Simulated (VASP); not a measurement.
# CoO (R3m) in VASP: single point with PBEsol+D3(BJ)+U

Aim: the single point of CoO with PBEsol+D3(BJ)+U.

All numbers are computed with VASP 6.6.1; they aren't measurements. Logs are shortened: lines on timing, memory, paths and dates and some standing lists are left out, and cuts for length are marked.

### 1 The cell of the first run

It takes space group R3m (No. 160, trigonal). The conventional cell has a = 3.204 Å, b = 3.204 Å, c = 7.699 Å, α = 90.00°, β = 90.00°, γ = 120.00°. Within 2.5 Å of Co (site symmetry 3m) lie 4 O at 1.91 to 1.96 Å. Within 2.5 Å of O (site symmetry 3m) lie 4 Co at 1.91 to 1.96 Å.

### 2 Single point, PBEsol+D3(BJ)+U, collinear spin, ferromagnetic start

Input file INCAR:

```
PREC = Accurate ; ENCUT = 600
EDIFF = 1E-6 ; ISMEAR = -1
SIGMA = 0.1 ; LREAL = F
LASPH = T ; NELM = 200
ALGO = Normal ; ISIF = 2
LWAVE = F ; LCHARG = F
ISPIN = 2 ; MAGMOM = 2.5 2.5 0 0
LORBIT = 11 ; LMAXMIX = 4
LDAU = T ; LDAUTYPE = 2
LDAUL = 2 -1 ; LDAUU = 6 0
LDAUJ = 0 0 ; LDAUPRINT = 1
GGA = PS ; IVDW = 12
NBANDS = 27 ; GGA_COMPAT = F
```

Input file KPOINTS:

```
Automatic mesh
0
Gamma
  8 8 8
```

Input file POSCAR:

```
CoO
1.0
    1.6022198400      0.9250420600      5.1329417800
   -1.6022198400      0.9250420600      5.1329417800
    0.0000000000     -1.8500841100      5.1329417800
Co O
2 2
Direct
    0.9994877300      0.9994877300      0.9994877300
    0.4994905900      0.4994905900      0.4994905900
    0.3754955300      0.3754955300      0.3754955300
    0.8755255000      0.8755255000      0.8755255000
```

Potentials or basis: VASP PAW PBE potentials, release 64 (Co, O).

Started as:

```
cat potpaw_PBE.64/Co/POTCAR potpaw_PBE.64/O/POTCAR > POTCAR
mpirun -np 1 vasp_std > vasp.out
```

OUTCAR:

```text
PREC = Accurate
   ENCUT = 600
   EDIFF = 1E-6
   ISMEAR = -1
   LREAL = F
   LASPH = T
   NELM = 200
   ISIF = 2
   ISPIN = 2
   LORBIT = 11
   GGA = PS
   IVDW = 12
 IVDW          = 12

 ion  position               nearest neighbor table
   1  0.999  0.999  0.999-   4 1.91   3 1.96   3 1.96   3 1.96
   2  0.499  0.499  0.499-   3 1.91   4 1.96   4 1.96   4 1.96
   3  0.375  0.375  0.375-   2 1.91   1 1.96   1 1.96   1 1.96
   4  0.876  0.876  0.876-   1 1.91   2 1.96   2 1.96   2 1.96

  LATTYP: Found a trigonal (rhomboedric) cell.
 ALAT       =     5.4561802156
 COS(alpha) =     0.8275366595

  Lattice vectors:

 A1 = (   1.6022198400,   0.9250420600,   5.1329417800)
 A2 = (  -1.6022198400,   0.9250420600,   5.1329417800)
 A3 = (   0.0000000000,  -1.8500841100,   5.1329417800)

Analysis of symmetry for initial positions (statically):
=====================================================================
 Subroutine PRICEL returns:
 Original cell was already a primitive cell.

 Routine SETGRP: Setting up the symmetry group for a
 trigonal (rhombohedral) supercell.

 Subroutine GETGRP returns: Found  6 space group operations
 (whereof  6 operations were pure point group operations)
 out of a pool of 12 trial point group operations.

The static configuration has the point symmetry C_3v.

Analysis of symmetry for dynamics (positions and initial velocities):
=====================================================================
 Subroutine PRICEL returns:
 Original cell was already a primitive cell.

 Routine SETGRP: Setting up the symmetry group for a
 trigonal (rhombohedral) supercell.

 Subroutine GETGRP returns: Found  6 space group operations
 (whereof  6 operations were pure point group operations)
 out of a pool of 12 trial point group operations.

The dynamic configuration has the point symmetry C_3v.

Analysis of structural, dynamic, and magnetic symmetry:
=====================================================================
 Subroutine PRICEL returns:
 Original cell was already a primitive cell.

 Routine SETGRP: Setting up the symmetry group for a
 trigonal (rhombohedral) supercell.

 Subroutine GETGRP returns: Found  6 space group operations
 (whereof  6 operations were pure point group operations)
 out of a pool of 12 trial point group operations.

The overall configuration has the point symmetry C_3v.

 Subroutine INISYM returns: Found  6 space group operations
 (whereof  6 operations are pure point group operations),
 and found     1 'primitive' translations

----------------------------------------------------------------------------------------

                                     Primitive cell

  volume of cell :      45.6458

  direct lattice vectors                    reciprocal lattice vectors
     1.602219840  0.925042060  5.132941780     0.312067038  0.180171988  0.064940018
    -1.602219840  0.925042060  5.132941780    -0.312067038  0.180171988  0.064940018
     0.000000000 -1.850084110  5.132941780     0.000000000 -0.360343977  0.064940019

  length of vectors
     5.456180216  5.456180216  5.456180214     0.366148860  0.366148860  0.366148860

  position of ions in fractional coordinates (direct lattice)
[... 142 lines left out ...]
  0.4132 -0.0000  0.0000  0.6694  0.0000
 -0.0000  0.4132  0.0000  0.0000  0.4009

 occupancies and eigenvectors

  o =  0.1007  v =  0.0000  0.0000  0.0000  0.0000  0.0000 -0.8090  0.0000 -0.0000  0.5878 -0.0000      0.0000  0.0000  0.0000  0.0000  0.0000  0.0000  0.0000  0.0000  0.0000  0.0000
  o =  0.1007  v =  0.0000  0.0000  0.0000  0.0000  0.0000  0.0000 -0.5878 -0.0000  0.0000  0.8090      0.0000  0.0000  0.0000  0.0000  0.0000  0.0000  0.0000  0.0000  0.0000  0.0000
  o =  0.1119  v =  0.0000  0.0000  0.0000  0.0000  0.0000  0.0000 -0.0000  1.0000  0.0000  0.0000      0.0000  0.0000  0.0000  0.0000  0.0000  0.0000  0.0000  0.0000  0.0000  0.0000
  o =  0.9695  v =  0.0000  0.0000  0.0000  0.0000  0.0000  0.0000 -0.8090 -0.0000  0.0000 -0.5878      0.0000  0.0000  0.0000  0.0000  0.0000  0.0000  0.0000  0.0000  0.0000  0.0000
  o =  0.9695  v =  0.0000  0.0000  0.0000  0.0000  0.0000  0.5878  0.0000 -0.0000  0.8090 -0.0000      0.0000  0.0000  0.0000  0.0000  0.0000  0.0000  0.0000  0.0000  0.0000  0.0000
  o =  0.9812  v = -0.0000 -0.7848  0.0000 -0.0000 -0.6198  0.0000  0.0000  0.0000  0.0000  0.0000      0.0000  0.0000  0.0000  0.0000  0.0000  0.0000  0.0000  0.0000  0.0000  0.0000
  o =  0.9812  v =  0.6198 -0.0000  0.0000  0.7848 -0.0000  0.0000  0.0000  0.0000  0.0000  0.0000      0.0000  0.0000  0.0000  0.0000  0.0000  0.0000  0.0000  0.0000  0.0000  0.0000
  o =  1.0066  v =  0.7848 -0.0000 -0.0000 -0.6198  0.0000  0.0000  0.0000  0.0000  0.0000  0.0000      0.0000  0.0000  0.0000  0.0000  0.0000  0.0000  0.0000  0.0000  0.0000  0.0000
  o =  1.0066  v = -0.0000 -0.6198 -0.0000  0.0000  0.7848  0.0000  0.0000  0.0000  0.0000  0.0000      0.0000  0.0000  0.0000  0.0000  0.0000  0.0000  0.0000  0.0000  0.0000  0.0000
  o =  1.0102  v =  0.0000 -0.0000  1.0000 -0.0000  0.0000  0.0000  0.0000  0.0000  0.0000  0.0000      0.0000  0.0000  0.0000  0.0000  0.0000  0.0000  0.0000  0.0000  0.0000  0.0000

atom =   2  type =  1  l = 2

 onsite density matrix

spin component  1

  0.9969  0.0000 -0.0000 -0.0123 -0.0000
  0.0000  0.9910  0.0000  0.0000 -0.0123
 -0.0000  0.0000  1.0102  0.0000  0.0000
 -0.0123  0.0000  0.0000  0.9910 -0.0000
 -0.0000 -0.0123  0.0000 -0.0000  0.9969

spin component  2

  0.4009 -0.0000 -0.0000  0.4132  0.0000
 -0.0000  0.6693  0.0000  0.0000  0.4132
 -0.0000  0.0000  0.1118 -0.0000  0.0000
  0.4132  0.0000 -0.0000  0.6693  0.0000
  0.0000  0.4132  0.0000  0.0000  0.4009

 occupancies and eigenvectors

  o =  0.1007  v =  0.0000  0.0000  0.0000  0.0000  0.0000 -0.8090  0.0000 -0.0000  0.5878  0.0000      0.0000  0.0000  0.0000  0.0000  0.0000  0.0000  0.0000  0.0000  0.0000  0.0000
  o =  0.1007  v =  0.0000  0.0000  0.0000  0.0000  0.0000  0.0000 -0.5878 -0.0000 -0.0000  0.8090      0.0000  0.0000  0.0000  0.0000  0.0000  0.0000  0.0000  0.0000  0.0000  0.0000
  o =  0.1118  v =  0.0000  0.0000  0.0000  0.0000  0.0000  0.0000 -0.0000  1.0000  0.0000  0.0000      0.0000  0.0000  0.0000  0.0000  0.0000  0.0000  0.0000  0.0000  0.0000  0.0000
  o =  0.9695  v =  0.0000  0.0000  0.0000  0.0000  0.0000  0.0000 -0.8090 -0.0000 -0.0000 -0.5878      0.0000  0.0000  0.0000  0.0000  0.0000  0.0000  0.0000  0.0000  0.0000  0.0000
  o =  0.9695  v =  0.0000  0.0000  0.0000  0.0000  0.0000  0.5878  0.0000 -0.0000  0.8090  0.0000      0.0000  0.0000  0.0000  0.0000  0.0000  0.0000  0.0000  0.0000  0.0000  0.0000
  o =  0.9812  v =  0.0000  0.7848 -0.0000 -0.0000  0.6198  0.0000  0.0000  0.0000  0.0000  0.0000      0.0000  0.0000  0.0000  0.0000  0.0000  0.0000  0.0000  0.0000  0.0000  0.0000
  o =  0.9812  v = -0.6198  0.0000 -0.0000 -0.7848 -0.0000  0.0000  0.0000  0.0000  0.0000  0.0000      0.0000  0.0000  0.0000  0.0000  0.0000  0.0000  0.0000  0.0000  0.0000  0.0000
  o =  1.0066  v = -0.7848  0.0000  0.0000  0.6198  0.0000  0.0000  0.0000  0.0000  0.0000  0.0000      0.0000  0.0000  0.0000  0.0000  0.0000  0.0000  0.0000  0.0000  0.0000  0.0000
  o =  1.0066  v =  0.0000 -0.6198 -0.0000 -0.0000  0.7848  0.0000  0.0000  0.0000  0.0000  0.0000      0.0000  0.0000  0.0000  0.0000  0.0000  0.0000  0.0000  0.0000  0.0000  0.0000
  o =  1.0102  v =  0.0000  0.0000 -1.0000  0.0000 -0.0000  0.0000  0.0000  0.0000  0.0000  0.0000      0.0000  0.0000  0.0000  0.0000  0.0000  0.0000  0.0000  0.0000  0.0000  0.0000

 number of electron      30.0000000 magnetization       6.0000015

 Free energy of the ion-electron system (eV)
  ---------------------------------------------------
  ext. energy  EPLUGINS =         0.00000000
  ---------------------------------------------------
  free energy    TOTEN  =       -24.42911399 eV

  energy without entropy =      -24.42899041  energy(sigma->0) =      -24.42905220

 E-fermi :   5.7427     XC(G=0): -11.3618

 val. band max:        5.1759429591   @ k =   0.0000   0.0000   0.0000
 cond. band min:       6.0479575900   @ k =   0.0000   0.0000   0.0000
 fundamental gap:      0.8720146309
 Fermi energy:         5.7427341552

 spin component 1

 k-point     1 :       0.0000    0.0000    0.0000
  band No.  band energies     occupation
      1     -13.4454      1.00000
      2     -12.8654      1.00000
      3      -2.1553      1.00000
      4      -2.0687      1.00000
      5      -2.0687      1.00000
      6      -1.4913      1.00000
[... 1433 lines left out ...]
     26      20.6090      0.00000
     27      21.2549      0.00000

 [... further k-points ...]

------------------------ aborting loop because EDIFF is reached ----------------------------------------

 Edisp (eV)   -0.73126

 E8    (eV) :    -0.4469

  FORCE on cell =-STRESS in cart. coord.  units (eV):
  Direction    XX          YY          ZZ          XY          YZ          ZX
  --------------------------------------------------------------------------------------
  -------------------------------------------------------------------------------------
  Total       0.18166     0.18166     2.25383     0.00000     0.00000     0.00000
  in kB       6.37618     6.37618    79.11002     0.00000     0.00000     0.00000
  external pressure =       30.62 kB  Pullay stress =        0.00 kB

 VOLUME and BASIS-vectors are now :
 -----------------------------------------------------------------------------
  energy-cutoff  :      600.00
  volume of cell :       45.65
      direct lattice vectors                 reciprocal lattice vectors
     1.602219840  0.925042060  5.132941780     0.312067038  0.180171988  0.064940018
    -1.602219840  0.925042060  5.132941780    -0.312067038  0.180171988  0.064940018
     0.000000000 -1.850084110  5.132941780     0.000000000 -0.360343977  0.064940019

 POSITION                                       TOTAL-FORCE (eV/Angst)
 -----------------------------------------------------------------------------------
      0.00000      0.00000     15.39094         0.000000      0.000000      0.420615
      0.00000      0.00000      7.69157         0.000000      0.000000      0.416715
      0.00000      0.00000      5.78219         0.000000     -0.000000     -0.413807
      0.00000      0.00000     13.48206         0.000000     -0.000000     -0.423524
 -----------------------------------------------------------------------------------
    total drift:                               -0.000000     -0.000000     -0.000217

  FREE ENERGIE OF THE ION-ELECTRON SYSTEM (eV)
  ---------------------------------------------------
  free  energy   TOTEN  =       -25.1603735616 eV

  energy  without entropy=      -25.1602499822  energy(sigma->0) =      -25.16031177

 total charge

# of ion       s       p       d       tot
------------------------------------------
    1        0.373   0.477   7.208   8.058
    2        0.373   0.476   7.208   8.058
    3        1.537   3.493   0.000   5.030
    4        1.537   3.493   0.000   5.030
--------------------------------------------------
tot          3.821   7.939  14.416  26.176

 magnetization (x)

# of ion       s       p       d       tot
------------------------------------------
    1        0.020   0.048   2.729   2.797
    2        0.020   0.048   2.729   2.797
    3        0.011   0.121   0.000   0.131
    4        0.011   0.121   0.000   0.131
--------------------------------------------------
tot          0.062   0.338   5.457   5.857
```

Wall time 20 min (1 thread of Oxide Virtual Turin-like, shared host); peak memory 0.45 GiB.

What came out:

```
Free energy                                           : -25.1604 eV
Pressure                                              : 3.1 GPa
Largest force                                         : 0.424 eV/Å
Band gap on the k mesh                                : 0.87 eV
Net moment                                            : 6.00 μB per cell
Site moments                                          : Co +2.80; O +0.13 μB
Valence electrons inside the program's atomic spheres : Co 8.06; O 5.03
Dispersion energy per atom                            : -0.183 eV
```

Forces in eV/Å, atoms in the order of the input:
```
Co   0.000  0.000  0.421
Co   0.000  0.000  0.417
O    0.000  0.000 -0.414
O    0.000  0.000 -0.424
```

Eigenvalues of the final occupation matrices:
| site | spin | trace | eigenvalues |
| --- | --- | --- | --- |
| site 1 d | 1 | 4.99 | 0.98 0.98 1.01 1.01 1.01 |
| site 1 d | 2 | 2.25 | 0.10 0.10 0.11 0.97 0.97 |
| site 2 d | 1 | 4.99 | 0.98 0.98 1.01 1.01 1.01 |
| site 2 d | 2 | 2.25 | 0.10 0.10 0.11 0.97 0.97 |

Caveat: the stress differs along the axes, from 1 to 8 GPa; the PAW data sets were made with another functional, which shifts forces and pressure a little.
